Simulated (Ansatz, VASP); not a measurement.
**One calculation of InP, two programs**

INCAR

```
SYSTEM = InP
PREC = Accurate
ENCUT = 520
EDIFF = 1E-8
ISMEAR = -1
SIGMA = 0.03
LREAL = .False.
LASPH = .True.
NELM = 100
ALGO = Normal
ISIF = 2
LWAVE = .False.
LCHARG = .False.
GGA = PS
LEFG = .True.
NBANDS = 16
```

File KPOINTS:

```
Automatic mesh
0
Gamma
  11 11 11
  0 0 0
```

POSCAR

```
InP
1.0
    0.0000000000      2.8550000000      2.8264500000
    2.8550000000      0.0000000000      2.8264500000
    2.8550000000      2.8550000000      0.0000000000
In P
1 1
Direct
    0.0000000000      0.0000000000      0.0000000000
    0.5000000000      0.5000000000      0.5000000000
```

Input for Ansatz:

```yaml
crystal:
  lattice:
    - [0.0, 2.855, 2.82645]
    - [2.855, 0.0, 2.82645]
    - [2.855, 2.855, 0.0]
  atoms:
    - { symbol: In, position: [0.0, 0.0, 0.0] }
    - { symbol: P, position: [0.5, 0.5, 0.5] }
kpoints:
  mp_grid: { grid: [11, 11, 11] }
scf:
  occupations: { method: fermi_dirac, width: 0.03 }
hamiltonian:
  xc: pbesol
  pseudopotentials: { kind: all_electron, datasets: crystal }
output:
  forces: true
  stress: true
  eigenvalues: true
  efg: { contact_densities: true }
```

Change from the starting cell: zz strain of -1 %, crystal datasets.

Alike in both runs: task electric field gradients; functional PBEsol; k mesh 11 × 11 × 11; occupations fermi-dirac, width 0.03 eV; no spin polarisation.

```csv
,VASP,Ansatz
version,VASP 6.6.1,Ansatz 0.2.0
potentials or method,"VASP PAW PBE potentials, release 64 (In_d, P), cutoff 520 eV","all-electron PAW with datasets made for the crystal, scalar-relativistic"
```

VASP gave:

```
pressure (GPa)                                                : -7.8
traceless stress, the component that is largest in VASP (GPa) : 0.54
size of Vzz on the site where it differs most (V/Å²)          : 9.4
```

**Question.** Estimate Ansatz's values.

**Answer.** Pressure (GPa): -7.8; traceless stress, the component that is largest in VASP (GPa): 0.54; size of Vzz on the site where it differs most (V/Å²): 9.2.

VASP's potentials were made for PBE, not for PBEsol. Ansatz ran all-electron here, and VASP with PAW potentials.
